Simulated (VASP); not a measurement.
# Al3Zn8Ga13O32 in VASP: further runs

Aim: see how the results for Al3Zn8Ga13O32 move with the level of theory and the settings. Levels: HSE06, PBEsol. Tasks: single point.

All numbers are computed with VASP 6.6.1; they aren't measurements. Logs are shortened: lines on timing, memory, paths and dates and some standing lists are left out, and cuts for length are marked.

## 1. The cell of the first run

The typed cell holds 56 atoms: a = 8.294 Å, b = 8.294 Å, c = 8.294 Å, α = 90.00°, β = 90.00°, γ = 90.00°.

## 2. Single point, HSE06

POSCAR

```
Al3Zn8Ga13O32
1.0
    8.2941720000      0.0000000000      0.0000000000
    0.0000000000      8.2941720000      0.0000000000
    0.0000000000      0.0000000000      8.2941720000
Zn Ga O Al
8 13 32 3
Direct
    0.8757290000      0.3755240000      0.3760260000
    0.3738340000      0.8736070000      0.3762680000
    0.3738240000      0.3757750000      0.8741060000
    0.1238070000      0.1257500000      0.1262510000
    0.8759770000      0.8736260000      0.8741150000
    0.6259570000      0.6235910000      0.1262440000
    0.6259650000      0.1257590000      0.6240880000
    0.1240480000      0.6238510000      0.6243300000
    0.4998830000      0.9997000000      0.0001680000
    0.7514260000      0.2512090000      0.0012920000
    0.7514010000      0.0007900000      0.2516940000
    0.2483810000      0.7481550000      0.9990760000
    0.2498990000      0.2496770000      0.5001840000
    0.2498840000      0.4996820000      0.2501860000
    0.5009940000      0.2512100000      0.2517020000
    0.7498970000      0.7496900000      0.5001810000
    0.2483700000      0.9985760000      0.7486520000
    0.7498940000      0.4996850000      0.7501820000
    0.9998870000      0.7496940000      0.2501650000
    0.9998960000      0.2496820000      0.7501830000
    0.4987870000      0.7481630000      0.7486570000
    0.5114790000      0.0112800000      0.2405710000
    0.7391930000      0.2389950000      0.2394870000
    0.5114850000      0.2400870000      0.0117720000
    0.7402900000      0.0112820000      0.0117720000
    0.0096890000      0.5094820000      0.2334560000
    0.2380360000      0.7378240000      0.2378960000
    0.0088260000      0.7318650000      0.0097770000
    0.2320710000      0.5086100000      0.0097830000
    0.0088190000      0.0092880000      0.7323520000
    0.2380390000      0.2374020000      0.7383220000
    0.0096870000      0.2329620000      0.5099750000
    0.2320700000      0.0092880000      0.5091040000
    0.2621700000      0.2615410000      0.2620410000
    0.4902820000      0.4907630000      0.2680050000
    0.4902900000      0.2675090000      0.4912530000
    0.2666180000      0.4898900000      0.4903900000
    0.5094950000      0.5086090000      0.7323560000
    0.7376130000      0.7378250000      0.7383240000
    0.5095020000      0.7318690000      0.5091090000
    0.7331720000      0.5094800000      0.5099790000
    0.7617510000      0.7619660000      0.2620340000
    0.9909610000      0.9900840000      0.2680000000
    0.9901000000      0.7664100000      0.4903770000
    0.7677100000      0.9900820000      0.4912510000
    0.7617520000      0.2615380000      0.7624680000
    0.9901020000      0.4898860000      0.7668960000
    0.9909730000      0.2675120000      0.9905770000
    0.7677200000      0.4907580000      0.9905760000
    0.2605840000      0.7603820000      0.7608690000
    0.4883010000      0.9880930000      0.7597790000
    0.4883020000      0.7592930000      0.9885810000
    0.2594960000      0.9880910000      0.9885840000
    0.9998980000      0.4996860000      0.0001750000
    0.9998900000      0.9996890000      0.5001710000
    0.4998940000      0.4996900000      0.5001820000
```

INCAR.step1

```
PREC = Accurate ; ENCUT = 520
EDIFF = 1E-5 ; ISMEAR = -1
SIGMA = 0.05 ; LREAL = Auto
LASPH = True ; NELM = 100
ALGO = Normal ; ISIF = 2
LWAVE = True ; LCHARG = False
GGA = PE ; NBANDS = 267
LUSENCCL = False
```

INCAR.step2

```
PREC = Accurate ; ENCUT = 520
EDIFF = 1E-7 ; ISMEAR = -1
SIGMA = 0.05 ; LREAL = Auto
LASPH = True ; NELM = 100
ALGO = Normal ; ISIF = 2
LWAVE = False ; LCHARG = False
GGA = PE ; LHFCALC = True
HFSCREEN = 0.2079 ; PRECFOCK = Fast
ISTART = 1 ; NBANDS = 267
LUSENCCL = False
```

KPOINTS

```
regular mesh
0
Gamma
  1 1 1
```

Potentials or basis: VASP PAW PBE potentials, release 64 (Zn, Ga_d, O, Al).

On the command line:

```
cat potpaw_PBE.64/Zn/POTCAR potpaw_PBE.64/Ga_d/POTCAR potpaw_PBE.64/O/POTCAR potpaw_PBE.64/Al/POTCAR > POTCAR
cp INCAR.step1 INCAR
mpirun -np 1 vasp_gam > vasp.out
cp INCAR.step2 INCAR
mpirun -np 1 vasp_gam > vasp.out
```

OUTCAR:

```text
PREC = Accurate
   ENCUT = 520
   EDIFF = 1E-7
   ISMEAR = -1
   LREAL = Auto
   LASPH = True
   NELM = 100
   ISIF = 2
   GGA = PE
   LHFCALC = True
   HFSCREEN = 0.2079
   PRECFOCK = Fast
   ISTART = 1

 ion  position               nearest neighbor table
   1  0.876  0.376  0.376-  23 1.96  41 1.97  32 1.97  26 1.97
   2  0.374  0.874  0.376-  27 1.96  40 1.97  33 1.97  22 1.97
   3  0.374  0.376  0.874-  31 1.96  38 1.97  29 1.97  24 1.97
   4  0.124  0.126  0.126-  34 1.96  43 1.97  48 1.97  53 1.97
   5  0.876  0.874  0.874-  39 1.96  30 1.97  28 1.97  25 1.97
   6  0.626  0.624  0.126-  42 1.96  49 1.97  35 1.97  52 1.97
   7  0.626  0.126  0.624-  46 1.96  45 1.97  36 1.97  51 1.97
   8  0.124  0.624  0.624-  50 1.96  44 1.97  37 1.97  47 1.97
   9  0.500  1.000  0.000-  53 2.00  24 2.00  51 2.00  22 2.00  52 2.00  25 2.00
  10  0.751  0.251  0.001-  23 1.98  46 1.98  48 1.99  49 1.99  25 1.99  24 1.99  54 2.91
  11  0.751  0.001  0.252-  23 1.98  42 1.98  45 1.99  43 1.99  25 1.99  22 1.99  55 2.91
  12  0.248  0.748  0.999-  50 1.98  27 1.98  29 1.99  28 1.99  52 1.99  53 1.99  54 2.91
  13  0.250  0.250  0.500-  31 1.98  34 1.98  32 2.00  37 2.00  33 2.00  36 2.00  55 2.93  56 2.93

  14  0.250  0.500  0.250-  34 1.98  27 1.98  26 2.00  37 2.00  35 2.00  29 2.00  54 2.93  56 2.93
[... 42 lines left out ...]
  52  0.488  0.759  0.989-   6 1.97  12 1.99  21 1.99   9 2.00
  53  0.259  0.988  0.989-   4 1.97  17 1.99  12 1.99   9 2.00
  54  1.000  0.500  0.000-  29 1.93  48 1.93  49 1.93  28 1.93  47 1.94  26 1.94  10 2.91  12 2.91
                            20 2.93  18 2.93  14 2.93  19 2.93
  55  1.000  1.000  0.500-  43 1.93  45 1.93  33 1.93  30 1.93  32 1.94  44 1.94  17 2.91  11 2.91
                            16 2.93  13 2.93  19 2.93  20 2.93
  56  0.500  0.500  0.500-  38 1.93  35 1.93  40 1.93  36 1.93  37 1.94  41 1.94  21 2.91  15 2.91
                            18 2.93  16 2.93  14 2.93  13 2.93

  LATTYP: Found a simple cubic cell.
 ALAT       =     8.2941720000

  Lattice vectors:

 A1 = (   8.2941720000,   0.0000000000,   0.0000000000)
 A2 = (   0.0000000000,   8.2941720000,   0.0000000000)
 A3 = (   0.0000000000,   0.0000000000,   8.2941720000)

Analysis of symmetry for initial positions (statically):
=====================================================================
 Subroutine PRICEL returns:
 Original cell was already a primitive cell.

 Routine SETGRP: Setting up the symmetry group for a
 simple cubic supercell.

 Subroutine GETGRP returns: Found  1 space group operations
 (whereof  1 operations were pure point group operations)
 out of a pool of 48 trial point group operations.

The static configuration has the point symmetry C_1 .

Analysis of symmetry for dynamics (positions and initial velocities):
=====================================================================
 Subroutine PRICEL returns:
 Original cell was already a primitive cell.

 Routine SETGRP: Setting up the symmetry group for a
 simple cubic supercell.

 Subroutine GETGRP returns: Found  1 space group operations
 (whereof  1 operations were pure point group operations)
 out of a pool of 48 trial point group operations.

The dynamic configuration has the point symmetry C_1 .

 Subroutine INISYM returns: Found  1 space group operations
 (whereof  1 operations are pure point group operations),
 and found     1 'primitive' translations

----------------------------------------------------------------------------------------

                                     Primitive cell

  volume of cell :     570.5834

  direct lattice vectors                    reciprocal lattice vectors
     8.294172000  0.000000000  0.000000000     0.120566586  0.000000000  0.000000000
     0.000000000  8.294172000  0.000000000     0.000000000  0.120566586  0.000000000
     0.000000000  0.000000000  8.294172000     0.000000000  0.000000000  0.120566586

  length of vectors
[... 130 lines left out ...]
     0.120566586  0.000000000  0.000000000     1.000000000  0.000000000  0.000000000
     0.000000000  0.120566586  0.000000000     0.000000000  1.000000000  0.000000000
     0.000000000  0.000000000  0.120566586     0.000000000  0.000000000  1.000000000

  Length of vectors
     0.120566586  0.120566586  0.120566586

  Shift w.r.t. Gamma in fractional coordinates (k-lattice)
     0.000000000  0.000000000  0.000000000

 Subroutine IBZKPT returns following result:
 ===========================================

 Found      1 irreducible k-points:

 Following reciprocal coordinates:
            Coordinates               Weight
  0.000000  0.000000  0.000000      1.000000
   k-points           NKPTS =      1   k-points in BZ     NKDIM =      1   number of bands    NBANDS=    267
   number of dos      NEDOS =    301   number of ions     NIONS =     56
   total plane-waves  NPLWV = 262144
   dimension x,y,z NGX =    64 NGY =   64 NGZ =   64
   dimension x,y,z NGXF=   128 NGYF=  128 NGZF=  128
   ions per type =               8  13  32   3
   NGX,Y,Z   is equivalent  to a cutoff of  12.83, 12.83, 12.83 a.u.
   NGXF,Y,Z  is equivalent  to a cutoff of  25.66, 25.66, 25.66 a.u.
 SYSTEM =  unknown system
   PREC   = accura    normal or accurate (medium, high low for compatibility)
   ISTART =      1    job   : 0-new  1-cont  2-samecut
   ICHARG =      0    charge: 1-file 2-atom 10-const
   ISPIN  =      1    spin polarized calculation?
   LNONCOLLINEAR =      F non collinear calculations
   LSORBIT =      F    spin-orbit coupling
   LASPH  =      T    aspherical Exc in radial PAW
   ENCUT  =  520.0 eV  38.22 Ry    6.18 a.u.  15.42 15.42 15.42*2*pi/ulx,y,z
   NELM   =    100;   NELMIN=  2; NELMDL=  0     # of ELM steps
   EDIFF  = 0.1E-06   stopping-criterion for ELM
   LREAL  =      T    real-space projection
   EDIFFG = 0.1E-05   stopping-criterion for IOM
   NSW    =      0    number of steps for IOM
   IBRION =     -1    ionic relax: 0-MD 1-quasi-New 2-CG
   NFREE  =      0    steps in history (QN), initial steepest desc. (CG)
   ISIF   =      2    stress and relaxation
   ISYM   =      3    0-nonsym 1-usesym 2-fastsym
   POTIM  = 0.5000    time-step for ionic-motion
   TEBEG  =    0.0;   TEEND  =   0.0 temperature during run
   PSTRESS=    0.0 pullay stress
   NELECT =     466.0000    total number of electrons
   NUPDOWN=      -1.0000    fix difference up-down
   EMIN   =  10.00;   EMAX   =-10.00  energy-range for DOS
   EFERMI =   0.00;   METHOD = LEGACY
   ISMEAR =    -1;   SIGMA  =   0.05  broadening in eV -4-tet -1-fermi 0-gaus
   EFERMI_NEDOS =   21; number of points for ismear=-14 and -15
   IALGO  =     38    algorithm
   IMIX   =      1    mixing-type and parameters
     AMIX     =   0.40;   BMIX     =  1.00
     AMIX_MAG =   1.60;   BMIX_MAG =  1.00
  volume/ion in A,a.u.               =      10.19        68.76
  Fermi-wavevector in a.u.,A,eV,Ry     =   1.530255  2.891762 31.860490  2.341680
  Thomas-Fermi vector in A             =   2.637763
   LORBIT       =      0    0 simple, 1 ext, 2 COOP (PROOUT), +10 PAW based schemes
   GGA     = PE    functional components
   LHFCALC =     T    Hartree Fock is set to
   PRECFOCK=fast      Normal, Fast or Accurate (Low or Medium for compatibility)
   ENCUT4O =  -1.0   cutoff for four orbital integrals eV
   NKREDX  =     1    reduce k-point grid by
   NKREDY  =     1    reduce k-point grid by
   NKREDZ  =     1    reduce k-point grid by
   AEXX    =    0.2500 exact exchange contribution
   HFSCREEN=    0.2079 screening length (either q_TF or 0.3 A-1)
   HFSCREENC=   0.2079 screening length for correlation (either q_TF or 0.3 A-1)
   ENCUTFOCK=  -1.0 apply spherical cutoff to Coloumb kernel
   IVDW    =     0    specifies the selected vdW correction
   LEPSILON=     F    determine dielectric tensor
   LRPA    =     F    only Hartree local field effects (RPA)
 non-spin polarized calculation
  energy-cutoff  :      520.00
  volume of cell :      570.58
 maximum number of plane-waves:      7710
 NGX is ok and might be reduce to    64
  NGX = 32; NGY = 32; NGZ = 32

 number of electron     465.9999645 magnetization

 Free energy of the ion-electron system (eV)
  ---------------------------------------------------
  ext. energy  EPLUGINS =         0.00000000
  ---------------------------------------------------
  free energy    TOTEN  =      -405.83063334 eV

  energy without entropy =     -405.83063334  energy(sigma->0) =     -405.83063334

 E-fermi :   3.3439     XC(G=0):  -9.5217

 val. band max:        1.9495516899   @ k =   0.0000   0.0000   0.0000
 cond. band min:       6.7508478290   @ k =   0.0000   0.0000   0.0000
 fundamental gap:      4.8012961391
 Fermi energy:         3.3439129872

 k-point     1 :       0.0000    0.0000    0.0000
  band No.  band energies     occupation
      1     -18.2217      2.00000
      2     -17.4599      2.00000
      3     -17.4424      2.00000
      4     -17.4423      2.00000
      5     -17.4214      2.00000
      6     -17.4213      2.00000
[... 237 lines left out ...]
    244      10.8898      0.00000
    245      11.6070      0.00000
 [bands above 245 left out]

------------------------ aborting loop because EDIFF is reached ----------------------------------------

  FORCE on cell =-STRESS in cart. coord.  units (eV):
  Direction    XX          YY          ZZ          XY          YZ          ZX
  --------------------------------------------------------------------------------------
  -------------------------------------------------------------------------------------
  Total       -0.4344943     -0.4290131     -0.4352903     -1.8855702     -1.8703920     -1.8816988
  in kB       -1.2200443     -1.2046533     -1.2222794     -5.2946126     -5.2519926     -5.2837418
  external PRESSURE =      -1.2156590 kB  Pullay stress =       0.0000000 kB

 VOLUME and BASIS-vectors are now :
 -----------------------------------------------------------------------------
  energy-cutoff  :      520.00
  volume of cell :      570.58
      direct lattice vectors                 reciprocal lattice vectors
     8.294172000  0.000000000  0.000000000     0.120566586  0.000000000  0.000000000
     0.000000000  8.294172000  0.000000000     0.000000000  0.120566586  0.000000000
     0.000000000  0.000000000  8.294172000     0.000000000  0.000000000  0.120566586

 POSITION                                       TOTAL-FORCE (eV/Angst)
 -----------------------------------------------------------------------------------
      7.26345      3.11466      3.11882        -0.005871     -0.006093     -0.006535
      3.10064      7.24585      3.12083        -0.004568     -0.003057      0.005582
      3.10056      3.11674      7.24999        -0.004309      0.006189     -0.003722
      1.02688      1.04299      1.04715        -0.006272      0.004120      0.003868
      7.26550      7.24600      7.25006         0.006480     -0.004637     -0.004441
      5.19180      5.17217      1.04709         0.003859     -0.005510      0.004225
[... 48 lines left out ...]
      8.29326      8.29159      4.14850         0.000283      0.000640      0.000315
      4.14621      4.14451      4.14860        -0.000212      0.000323     -0.000562
 -----------------------------------------------------------------------------------
    total drift:                                0.002852     -0.006148     -0.001886

  FREE ENERGIE OF THE ION-ELECTRON SYSTEM (eV)
  ---------------------------------------------------
  free  energy   TOTEN  =      -405.8306333395 eV

  energy  without entropy=     -405.8306333394  energy(sigma->0) =     -405.83063334
```

It took 13 min on 1 × NVIDIA H100 80GB with 1 thread of AMD EPYC 7R13 (Zen 3), shared host; peak memory 1.6 GiB.

What came out:

```
Free energy            : -405.8306 eV
Pressure               : -0.1 GPa
Largest force          : 0.316 eV/Å
Band gap on the k mesh : 4.80 eV
```

Forces on the atoms (eV/Å):
```
Zn  -0.006 -0.006 -0.007
Zn  -0.005 -0.003  0.006
Zn  -0.004  0.006 -0.004
Zn  -0.006  0.004  0.004
Zn   0.006 -0.005 -0.004
Zn   0.004 -0.006  0.004
Zn   0.004  0.004 -0.006
Zn   0.007  0.006  0.007
Ga   0.001  0.000  0.000
Ga   0.026  0.028  0.003
Ga   0.028  0.002  0.028
Ga  -0.028 -0.026 -0.003
Ga   0.004 -0.003 -0.001
Ga   0.004  0.000 -0.005
Ga   0.004  0.028  0.027
Ga  -0.003  0.004 -0.001
Ga  -0.027 -0.003 -0.027
Ga  -0.004  0.000  0.003
Ga   0.001  0.003 -0.004
Ga   0.000 -0.004  0.003
Ga  -0.004 -0.027 -0.027
O    0.165  0.164 -0.157
O   -0.182 -0.181 -0.182
O    0.163 -0.159  0.163
O   -0.160  0.164  0.164
O    0.174  0.173 -0.158
O   -0.173 -0.172 -0.182
O    0.180 -0.179  0.179
O   -0.178  0.180  0.178
O    0.179  0.178 -0.178
O   -0.174 -0.183 -0.172
O    0.173 -0.159  0.174
O   -0.177  0.178  0.179
O    0.183  0.171  0.174
O   -0.179 -0.179  0.178
O   -0.177  0.179 -0.179
O    0.159 -0.174 -0.173
O    0.177  0.180 -0.178
O   -0.182 -0.173 -0.171
O    0.179 -0.177  0.179
O   -0.159  0.173  0.174
O    0.172  0.182  0.173
O   -0.180 -0.179  0.178
O   -0.174  0.159 -0.174
O    0.178 -0.179 -0.180
O    0.173  0.173  0.182
O   -0.173 -0.174  0.160
O   -0.180  0.178 -0.178
O    0.178 -0.179 -0.178
O    0.183  0.183  0.182
O   -0.164 -0.164  0.158
O   -0.164  0.156 -0.164
O    0.158 -0.165 -0.164
Al   0.000  0.001  0.000
Al   0.000  0.001  0.000
Al   0.000  0.000 -0.001
```

Stress tensor (GPa, compression positive):
```
-0.12 -0.53 -0.53
-0.53 -0.12 -0.53
-0.53 -0.53 -0.12
```

Caveat: the k points lie up to 0.76 Å⁻¹ apart; the PAW data sets were made with another functional, which shifts forces and pressure a little; an odd mesh through Γ misses points on the zone boundary, where band edges can lie.

(Part 1 of 2 ends here.)
